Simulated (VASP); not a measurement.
Crystal: AlNi3.

```
CELL_PARAMETERS angstrom
2.54826 0.00000 0.00000
-1.27413 2.20685 0.00000
0.00000 0.00000 8.13782
ATOMIC_POSITIONS crystal
Al 0.33333 0.66667 0.50000
Ni 0.33333 0.66667 0.00000
Ni 0.66667 0.33333 0.25000
Ni 0.66667 0.33333 0.75000
```

* Program: VASP 6.6.1
* Task: relaxation of cell and atoms
* Functional: PBE
* Potentials or basis: VASP PAW PBE potentials, release 64 (Al, Ni)
* Cutoff: 600 eV
* k mesh: 6 × 6 × 2
* Occupations: gaussian, width 0.1 eV
* Spin: collinear spin, ferromagnetic start
* Starting moments: [0.0, 2.0, 2.0, 2.0] μB

At the start: pressure 2.9 GPa; volume 11.44 Å³/atom.

Task: Where does the relaxation end?

Result: Over 7 steps the energy falls by 26.6 meV/atom and the volume is 11.64 Å³/atom (+1.8 %); space group P-6m2 (No. 187, to 0.05 Å); moment 0.38 μB per cell.

Step by step:
| step | energy change (eV) | largest force (eV/Å) | pressure (GPa) | volume (Å³) |
| --- | --- | --- | --- | --- |
| 1 | 0.0000 | 0.3977 | 2.93 | 45.76 |
| 2 | -0.0951 | 0.2196 | -1.96 | 47.13 |
| 3 | -0.0964 | 0.1933 | -2.48 | 47.30 |
| 4 | -0.1030 | 0.0666 | 1.35 | 46.23 |
| 5 | -0.1050 | 0.1141 | 0.11 | 46.57 |
| 6 | -0.1062 | 0.0472 | 0.07 | 46.57 |
| 7 | -0.1065 | 0.0133 | 0.08 | 46.57 |

Final structure:
```
Al Ni
1.0
     2.61586    0.00000    0.00000
    -1.30793    2.26540    0.00000
     0.00000    0.00000    7.85840
Al Ni
1 3
Cartesian
  0.0000 1.5103 3.9292
  0.0000 1.5103 0.0000
  1.3079 0.7551 2.0034
  1.3079 0.7551 5.8550
```

Caveat: the k points lie up to 0.46 Å⁻¹ apart in the final cell.
